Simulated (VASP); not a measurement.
A run of VASP 6.6.1 is set up as follows.

Contents of INCAR:

```
ALGO     = Normal         # electronic algorithm
EDIFF    = 1E-6           # SCF threshold, eV
EDIFFG   = -0.01          # ionic threshold
ENCUT    = 600            # plane-wave cutoff, eV
GGA      = PE             # functional
IBRION   = 2              # ionic algorithm
ISIF     = 3              # what is computed and relaxed
ISMEAR   = 0              # smearing method
LASPH    = True           # aspherical terms in the spheres
LCHARG   = False          # write CHGCAR
LREAL    = False          # projectors in reciprocal space
LWAVE    = False          # write WAVECAR
NELM     = 80             # most SCF steps
NSW      = 100            # ionic steps
PREC     = Accurate       # precision mode
SIGMA    = 0.02           # smearing width, eV
```

Contents of KPOINTS:

```
k-points
0
Gamma
  12 12 4
```

The input POSCAR:

```
Mg3Se4
1.0
    4.0343576745      0.0000000000      0.0000000000
   -2.0171788373      3.4938562341      0.0000000000
    0.0000000000      0.0000000000     11.2508668259
Mg Se
3 4
Direct
    0.0000000000      0.0000000000      0.0000000000
    0.6666666667      0.3333333333      0.7184192060
    0.3333333333      0.6666666667      0.2815807940
    0.3333333333      0.6666666667      0.8621618897
    0.6666666667      0.3333333333      0.1378381103
    0.0000000000      0.0000000000      0.3934170563
    0.0000000000      0.0000000000      0.6065829437
```

Potentials or basis: VASP PAW PBE potentials, release 64 (Mg, Se).

Launch:

```sh
$ cat potpaw_PBE.64/Mg/POTCAR potpaw_PBE.64/Se/POTCAR > POTCAR
$ mpirun -np 1 vasp_std > vasp.out
```

Q: Predict the relaxed volume.

A: 22.66 Å³/atom.

Q: Predict the space group after relaxing (to 0.1 Å).

A: P-3m1 (No. 164).

Q: What does it give for the band gap on the k mesh?

A: 0.71 eV.

Q: Predict the relaxed cell.

A: a = 4.034 Å, b = 4.034 Å, c = 11.256 Å, α = 90.00°, β = 90.00°, γ = 120.00°.

Final structure:
```yaml
crystal:
  lattice:
    - [4.03397, 0.00000, 0.00000]
    - [-2.01698, 3.49352, 0.00000]
    - [0.00000, 0.00000, 11.25580]
  atoms:
    - { symbol: Mg, position: [0.00000, 0.00000, 0.00000] }
    - { symbol: Mg, position: [0.66667, 0.33333, 0.71842] }
    - { symbol: Mg, position: [0.33333, 0.66667, 0.28158] }
    - { symbol: Se, position: [0.33333, 0.66667, 0.86213] }
    - { symbol: Se, position: [0.66667, 0.33333, 0.13787] }
    - { symbol: Se, position: [0.00000, 0.00000, 0.39336] }
    - { symbol: Se, position: [0.00000, 0.00000, 0.60664] }
```

A k mesh can miss the band edges.
